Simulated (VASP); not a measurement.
# Ge6F in VASP: further runs, part 2 of 2

VASP 6.6.1. Earlier steps stand in the parts before.

## (4) Single point, PBE

Input file INCAR:

```
PREC = Accurate
ENCUT = 520
EDIFF = 1E-6
ISMEAR = 0
SIGMA = 0.1
LREAL = F
LASPH = T
NELM = 100
ALGO = Normal
ISIF = 2
LWAVE = F
LCHARG = F
LDIPOL = T
IDIPOL = 3
DIPOL = 0.5 0.5 0.335
GGA = PE
NBANDS = 54
```

Input file KPOINTS:

```
Automatic mesh
0
Gamma
  7 5 1
```

Input file POSCAR:

```
Ge6F
1.0
    4.0740542126      0.0000000000      0.0000000000
    0.0000000000      5.7615827213      0.0000000000
    0.0000000000      0.0000000000     19.5242196736
Ge F
6 1
Direct
    0.5000000000      0.0000000000      0.2048737449
    0.0000000000      0.2500000000      0.2048737449
    0.0000000000      0.5005156572      0.3087424246
    0.5000000000      0.7494843428      0.3087424246
    0.5000000000      0.0069199665      0.4109879835
    0.0000000000      0.2430800335      0.4109879835
    1.0000000000      0.0069199665      0.4935248892
```

Potentials or basis: VASP PAW PBE potentials, release 64 (Ge_d, F).

On the command line:

```console
cat potpaw_PBE.64/Ge_d/POTCAR potpaw_PBE.64/F/POTCAR > POTCAR
mpirun -np 1 vasp_std > vasp.out
```

OUTCAR:

```text
PREC = Accurate
   ENCUT = 520
   EDIFF = 1E-6
   ISMEAR = 0
   LREAL = F
   LASPH = T
   NELM = 100
   ISIF = 2
   GGA = PE

 ion  position               nearest neighbor table
   1  0.500  0.000  0.205-   4 2.49   2 2.49   2 2.49
   2  0.000  0.250  0.205-   3 2.49   1 2.49   1 2.49
   3  0.000  0.501  0.309-   6 2.49   2 2.49   4 2.49   4 2.49
   4  0.500  0.749  0.309-   5 2.49   1 2.49   3 2.49   3 2.49
   5  0.500  0.007  0.411-   6 2.45   6 2.45   4 2.49
   6  0.000  0.243  0.411-   7 2.11   5 2.45   5 2.45   3 2.49
   7  0.000  0.007  0.494-   6 2.11

  LATTYP: Found a simple orthorhombic cell.
 ALAT       =     4.0740542126
 B/A-ratio  =     1.4142135624
 C/A-ratio  =     4.7923318284

  Lattice vectors:

 A1 = (   4.0740542126,   0.0000000000,   0.0000000000)
 A2 = (   0.0000000000,   5.7615827213,   0.0000000000)
 A3 = (   0.0000000000,   0.0000000000,  19.5242196736)

Analysis of symmetry for initial positions (statically):
=====================================================================
 Subroutine PRICEL returns:
 Original cell was already a primitive cell.

 Routine SETGRP: Setting up the symmetry group for a
 simple orthorhombic supercell.

 Subroutine GETGRP returns: Found  2 space group operations
 (whereof  2 operations were pure point group operations)
 out of a pool of  8 trial point group operations.

The static configuration has the point symmetry C_1h.

Analysis of symmetry for dynamics (positions and initial velocities):
=====================================================================
 Subroutine PRICEL returns:
 Original cell was already a primitive cell.

 Routine SETGRP: Setting up the symmetry group for a
 simple orthorhombic supercell.

 Subroutine GETGRP returns: Found  2 space group operations
[... 125 lines left out ...]
   GGA     = PE    functional components
   LHFCALC =     F    Hartree Fock is set to
   AEXX    =    0.0000 exact exchange contribution
   IVDW    =     0    specifies the selected vdW correction
   LEPSILON=     F    determine dielectric tensor
   LRPA    =     F    only Hartree local field effects (RPA)
 non-spin polarized calculation
 Gauss-broadening in eV      SIGMA  =   0.10
  energy-cutoff  :      520.00
  volume of cell :      458.29
 maximum number of plane-waves:     12387
   NGX = 15   NGY = 21   NGZ = 73

 dipolmoment           0.000000      0.000000     -0.015628 electrons x Angstroem

 number of electron      90.9999935 magnetization

 dipolmoment           0.000000      0.000000      0.244806 electrons x Angstroem

 Free energy of the ion-electron system (eV)
  ---------------------------------------------------
  ext. energy  EPLUGINS =         0.00000000
  ---------------------------------------------------
  free energy    TOTEN  =       -27.91475537 eV

  energy without entropy =      -27.90091304  energy(sigma->0) =      -27.90783420

 E-fermi :  -2.3708     XC(G=0):  -3.9944

 val. band max:       -2.4294299493   @ k =   0.0000   0.2000   0.0000
 cond. band min:      -2.3324661317   @ k =   0.1429   0.0000   0.0000
 fundamental gap:      0.0969638175
 Fermi energy:        -2.3707622527

 k-point     1 :       0.0000    0.0000    0.0000
  band No.  band energies     occupation
      1     -26.9953      2.00000
      2     -26.9701      2.00000
      3     -26.9658      2.00000
      4     -26.9306      2.00000
      5     -26.9067      2.00000
      6     -26.8953      2.00000
[... 673 lines left out ...]
     53       2.6782      0.00000
     54       3.1161      0.00000

------------------------ aborting loop because EDIFF is reached ----------------------------------------

 vacuum level on the upper side and lower side of the slab       (xc-potential included)         0.750        -1.079

  FORCE on cell =-STRESS in cart. coord.  units (eV):
  Direction    XX          YY          ZZ          XY          YZ          ZX
  --------------------------------------------------------------------------------------
  -------------------------------------------------------------------------------------
  Total        1.9941690      0.4753202     -0.0532976      0.0000000     -0.0322470      0.0000000
  in kB        6.9715644      1.6617075     -0.1863272      0.0000000     -0.1127349      0.0000000
  external PRESSURE =       2.8156482 kB  Pullay stress =       0.0000000 kB

 VOLUME and BASIS-vectors are now :
 -----------------------------------------------------------------------------
  energy-cutoff  :      520.00
  volume of cell :      458.29
      direct lattice vectors                 reciprocal lattice vectors
     4.074054213  0.000000000  0.000000000     0.245455742  0.000000000  0.000000000
     0.000000000  5.761582721  0.000000000     0.000000000  0.173563420  0.000000000
     0.000000000  0.000000000 19.524219674     0.000000000  0.000000000  0.051218436

 POSITION                                       TOTAL-FORCE (eV/Angst)
 -----------------------------------------------------------------------------------
      2.03703      0.00000      4.00000         0.000000     -0.021622      0.083385
      0.00000      1.44040      4.00000         0.000000     -0.000739      0.143994
      0.00000      2.88376      6.02795         0.000000      0.115765     -0.266065
      2.03703      4.31822      6.02795         0.000000      0.181716     -0.190180
      2.03703      0.03987      8.02422         0.000000      0.338323     -0.260467
      0.00000      1.40053      8.02422         0.000000     -0.905795      0.473999
      0.00000      0.03987      9.63569         0.000000      0.292353      0.015334
 -----------------------------------------------------------------------------------
    total drift:                                0.000000     -0.000101     -0.002045

  FREE ENERGIE OF THE ION-ELECTRON SYSTEM (eV)
  ---------------------------------------------------
  free  energy   TOTEN  =       -27.9147553670 eV

  energy  without entropy=      -27.9009130404  energy(sigma->0) =      -27.90783420

 vacuum level on the upper side and lower side of the slab         3.906         2.023
```

OSZICAR:

```text
N       E                     dE             d eps       ncg     rms          rms(c)
DAV:   1     0.958205058699E+03    0.95821E+03   -0.46418E+04  1630   0.274E+03
DAV:   2     0.147613998068E+03   -0.81059E+03   -0.79158E+03  1568   0.711E+02
DAV:   3    -0.160963427484E+02   -0.16371E+03   -0.16183E+03  1778   0.220E+02
[... 18 lines left out ...]
DAV:  22    -0.279147490604E+02   -0.10303E-04   -0.19639E-06  1054   0.303E-02    0.963E-04
DAV:  23    -0.279147520150E+02   -0.29546E-05   -0.61134E-07   922   0.152E-02    0.513E-04
DAV:  24    -0.279147532885E+02   -0.12736E-05   -0.18654E-07   822   0.796E-03    0.267E-04
DAV:  25    -0.279147547801E+02   -0.14915E-05   -0.10276E-07   810   0.629E-03    0.145E-04
DAV:  26    -0.279147553670E+02   -0.58696E-06   -0.56443E-08   816   0.431E-03
   1 F= -.27914755E+02 E0= -.27907834E+02  d E =-.138423E-01
```

stdout:

```text
POSCAR found type information on POSCAR GeF
 POSCAR found :  2 types and       7 ions
 scaLAPACK will be used
 LDA part: xc-table for (Slater+PW92), standard interpolation
 POSCAR, INCAR and KPOINTS ok, starting setup
 FFT: planning ... GRIDC
 FFT: planning ... GRID_SOFT
 FFT: planning ... GRID
 WAVECAR not read
 entering main loop
```

Wall time 6.7 min (1 thread of Intel Xeon 6975P-C (Granite Rapids), shared host); peak memory 0.62 GiB.

What came out:

| Quantity | Value |
| --- | --- |
| Free energy | -27.9148 eV |
| Largest force | 1.022 eV/Å |
| Band gap on the k mesh | zero (an odd number of electrons rules out a gap without spin polarisation) |

Forces in eV/Å, atoms in the order of the input:
```
Ge   0.000 -0.022  0.083
Ge   0.000 -0.001  0.144
Ge   0.000  0.116 -0.266
Ge   0.000  0.182 -0.190
Ge   0.000  0.338 -0.260
Ge   0.000 -0.906  0.474
F    0.000  0.292  0.015
```

Caveat: an odd number of electrons without spin polarisation forces a metal; a magnetic or distorted state may lie lower.

## (5) Single point, PBE

Input file INCAR:

```
  PREC = Accurate
  ENCUT = 520
  EDIFF = 1E-6
  ISMEAR = 0
  SIGMA = 0.1
  LREAL = False
  LASPH = True
  NELM = 100
  ALGO = Normal
  ISIF = 2
  LWAVE = False
  LCHARG = False
  LDIPOL = True
  IDIPOL = 3
  DIPOL = 0.5 0.5 0.334
  GGA = PE
  NBANDS = 54
```

KPOINTS is that of step 4.

Edit POSCAR of step 4 so:

```diff
@@ -14,2 +14,2 @@
     0.0000000000      0.2430800335      0.4109879835
-    1.0000000000      0.0069199665      0.4935248892
+    0.5000000000      0.8402532998      0.4878771860
```

Potentials or basis: VASP PAW PBE potentials, release 64 (Ge_d, F).

On the command line:

```console
cat potpaw_PBE.64/Ge_d/POTCAR potpaw_PBE.64/F/POTCAR > POTCAR
mpirun -np 1 vasp_std > vasp.out
```

OUTCAR:

```text
PREC = Accurate
   ENCUT = 520
   EDIFF = 1E-6
   ISMEAR = 0
   LREAL = False
   LASPH = True
   NELM = 100
   ISIF = 2
   GGA = PE

 ion  position               nearest neighbor table
   1  0.500  0.000  0.205-   4 2.49   2 2.49   2 2.49
   2  0.000  0.250  0.205-   3 2.49   1 2.49   1 2.49
   3  0.000  0.501  0.309-   6 2.49   2 2.49   4 2.49   4 2.49
   4  0.500  0.749  0.309-   5 2.49   1 2.49   3 2.49   3 2.49
   5  0.500  0.007  0.411-   7 1.78   6 2.45   6 2.45   4 2.49
   6  0.000  0.243  0.411-   5 2.45   5 2.45   3 2.49
   7  0.500  0.840  0.488-   5 1.78

  LATTYP: Found a simple orthorhombic cell.
[... 882 lines left out ...]
  Total        1.4856383      0.6050822      0.3615400      0.0000000      1.2859091      0.0000000
  in kB        5.1937542      2.1153523      1.2639348      0.0000000      4.4955058      0.0000000
  external PRESSURE =       2.8576804 kB  Pullay stress =       0.0000000 kB

 VOLUME and BASIS-vectors are now :
 -----------------------------------------------------------------------------
  energy-cutoff  :      520.00
  volume of cell :      458.29
      direct lattice vectors                 reciprocal lattice vectors
     4.074054213  0.000000000  0.000000000     0.245455742  0.000000000  0.000000000
     0.000000000  5.761582721  0.000000000     0.000000000  0.173563420  0.000000000
     0.000000000  0.000000000 19.524219674     0.000000000  0.000000000  0.051218436

 POSITION                                       TOTAL-FORCE (eV/Angst)
 -----------------------------------------------------------------------------------
      2.03703      0.00000      4.00000         0.000000      0.049868     -0.322370
      0.00000      1.44040      4.00000         0.000000     -0.387822      0.248575
      0.00000      2.88376      6.02795         0.000000     -0.182560      0.363018
      2.03703      4.31822      6.02795         0.000000      0.057697     -0.367315
      2.03703      0.03987      8.02422         0.000000      0.128684      0.175729
      0.00000      1.40053      8.02422         0.000000      0.551101     -0.185938
      2.03703      4.84119      9.52542         0.000000     -0.216967      0.088301
 -----------------------------------------------------------------------------------
    total drift:                                0.000000     -0.000658     -0.000993

  FREE ENERGIE OF THE ION-ELECTRON SYSTEM (eV)
  ---------------------------------------------------
  free  energy   TOTEN  =       -29.2729689603 eV

  energy  without entropy=      -29.2469220361  energy(sigma->0) =      -29.25994550

 vacuum level on the upper side and lower side of the slab         3.643         2.422
```

OSZICAR:

```text
N       E                     dE             d eps       ncg     rms          rms(c)
DAV:   1     0.953269030798E+03    0.95327E+03   -0.46565E+04  1652   0.274E+03
DAV:   2     0.143226954335E+03   -0.81004E+03   -0.78977E+03  1584   0.715E+02
DAV:   3    -0.183224269161E+02   -0.16155E+03   -0.15974E+03  1840   0.220E+02
DAV:   4    -0.299120887370E+02   -0.11590E+02   -0.11529E+02  1488   0.681E+01
[... 19 lines left out ...]
DAV:  24    -0.292729638219E+02   -0.32962E-05   -0.30398E-07   862   0.109E-02    0.462E-04
DAV:  25    -0.292729659423E+02   -0.21204E-05   -0.32188E-07   834   0.948E-03    0.517E-04
DAV:  26    -0.292729674591E+02   -0.15168E-05   -0.96465E-08   832   0.851E-03    0.475E-04
DAV:  27    -0.292729685809E+02   -0.11218E-05   -0.10119E-07   798   0.585E-03    0.113E-04
DAV:  28    -0.292729689603E+02   -0.37937E-06   -0.69291E-08   816   0.299E-03
   1 F= -.29272969E+02 E0= -.29259945E+02  d E =-.260469E-01
```

stdout:

```text
POSCAR found type information on POSCAR GeF
 POSCAR found :  2 types and       7 ions
 scaLAPACK will be used
 LDA part: xc-table for (Slater+PW92), standard interpolation
 POSCAR, INCAR and KPOINTS ok, starting setup
 FFT: planning ... GRIDC
 FFT: planning ... GRID_SOFT
 FFT: planning ... GRID
 WAVECAR not read
 entering main loop
```

Wall time 6.9 min (1 thread of Intel Xeon 6975P-C (Granite Rapids), shared host); peak memory 0.62 GiB.

Results:

```
Free energy            : -29.2730 eV
Largest force          : 0.582 eV/Å
Band gap on the k mesh : zero (an odd number of electrons rules out a gap without spin polarisation)
```

Forces on the atoms (eV/Å):
```
Ge   0.000  0.050 -0.322
Ge   0.000 -0.388  0.249
Ge   0.000 -0.183  0.363
Ge   0.000  0.058 -0.367
Ge   0.000  0.129  0.176
Ge   0.000  0.551 -0.186
F    0.000 -0.217  0.088
```

Levels at points of the mesh, in eV from the Fermi level:
| k point | band 42 | band 43 | band 44 | band 45 | band 46 | band 47 | band 48 | band 49 | band 50 | band 51 |
| --- | --- | --- | --- | --- | --- | --- | --- | --- | --- | --- |
| (0.00, 0.00, 0.00) | -2.11 | -1.36 | -0.97 | -0.06 | -0.03 | 0.96 | 1.42 | 1.95 | 2.36 | 3.15 |

Caveat: an odd number of electrons without spin polarisation forces a metal; a magnetic or distorted state may lie lower.

## (6) Single point, PBE

Edit INCAR of step 5 so:

```diff
@@ -14,3 +14,3 @@
   IDIPOL = 3
-  DIPOL = 0.5 0.5 0.334
+  DIPOL = 0.5 0.5 0.335
   GGA = PE
```

KPOINTS is that of step 5.

Edit POSCAR of step 5 so:

```diff
@@ -14,2 +14,2 @@
     0.0000000000      0.2430800335      0.4109879835
-    0.5000000000      0.8402532998      0.4878771860
+    1.0000000000      0.3402532998      0.4977072062
```

Potentials or basis: VASP PAW PBE potentials, release 64 (Ge_d, F).

On the command line:

```console
cat potpaw_PBE.64/Ge_d/POTCAR potpaw_PBE.64/F/POTCAR > POTCAR
mpirun -np 1 vasp_std > vasp.out
```

Run time: 6.7 min. Hardware: 1 thread of Intel Xeon 6975P-C (Granite Rapids), shared host; peak memory 0.62 GiB.

It converged, with:

```yaml
Free_energy: -29.1468 eV
Largest_force: 0.688 eV/Å
Band_gap_on_the_k_mesh: zero (an odd number of electrons rules out a gap without spin polarisation)
```

Forces in eV/Å, atoms in the order of the input:
```
Ge   0.000  0.347  0.385
Ge   0.000  0.003 -0.378
Ge   0.000  0.027 -0.292
Ge   0.000  0.152  0.294
Ge   0.000 -0.551 -0.412
Ge   0.000 -0.462  0.299
F    0.000  0.484  0.103
```

Levels at points of the mesh, in eV from the Fermi level:
```
           k point  band 43  band 44  band 45  band 46  band 47  band 48
(0.00, 0.00, 0.00)    -1.34    -0.93     0.00     0.01     0.78     1.45
```

Caveat: an odd number of electrons without spin polarisation forces a metal; a magnetic or distorted state may lie lower.

## (7) Overview

```tsv
task	cell	atoms held fixed (from 0)	gap on the mesh (eV)	largest force (eV/Å)
relaxation of the atoms	atoms relaxed, atomic positions A	[0, 1, 2, 3, 4, 5, 6]	none	-
single point	as given, atomic positions B	-	none	0.67
single point	as given, atomic positions C	-	none	1.02
single point	as given, atomic positions D	-	none	0.58
single point	as given, atomic positions E	-	none	0.69
```

Alike in all rows: level PBE; potentials or basis VASP PAW PBE potentials, release 64 (Ge_d, F); no spin polarisation; k mesh 7 × 5 × 1; cutoff (eV) 520; smearing gaussian 0.1 eV.

Caveats: an odd number of electrons without spin polarisation forces a metal; a magnetic or distorted state may lie lower.

Absolute energies hang on the potentials; compare differences alone.
